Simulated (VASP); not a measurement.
A run of VASP 6.6.1 is set up as follows.

Contents of INCAR:

```
PREC     = Accurate       # precision mode
ENCUT    = 600            # plane-wave cutoff, eV
EDIFF    = 1E-6           # SCF threshold, eV
ISMEAR   = -1             # smearing method
SIGMA    = 0.05           # smearing width, eV
LREAL    = F              # projectors in reciprocal space
LASPH    = T              # aspherical terms in the spheres
NELM     = 80             # most SCF steps
ALGO     = Normal         # electronic algorithm
ISIF     = 3              # what is computed and relaxed
LWAVE    = F              # write WAVECAR
LCHARG   = F              # write CHGCAR
GGA      = PE             # functional
IBRION   = 2              # ionic algorithm
NSW      = 60             # ionic steps
EDIFFG   = -0.01          # ionic threshold
```

Contents of KPOINTS:

```
regular mesh
0
Gamma
  11 11 11
```

POSCAR

```
Ge
1.0
   -2.5744897190      2.5744897190      1.3974126432
    2.5744897190     -2.5744897190      1.3974126432
    2.5744897190      2.5744897190     -1.3974126432
Ge
2
Direct
    0.5000000000      0.5000000000      0.0000000000
    0.2500000000      0.7500000000      0.5000000000
```

Potentials or basis: VASP PAW PBE potentials, release 64 (Ge_d).

Launch:

```sh
$ cat potpaw_PBE.64/Ge_d/POTCAR > POTCAR
$ mpirun -np 1 vasp_std > vasp.out
```

(1) Predict the space group after relaxing (to 0.05 Å).

(2) Predict the band gap on the k mesh.

(3) Predict the relaxed cell.

## Answers

(1) I4_1/amd (No. 141).

(2) zero (band 14 reaches 7.90 eV, above the bottom of band 15 at 3.51 eV).

(3) a = 3.960 Å, b = 3.960 Å, c = 3.960 Å, α = 97.34°, β = 97.34°, γ = 138.11°.
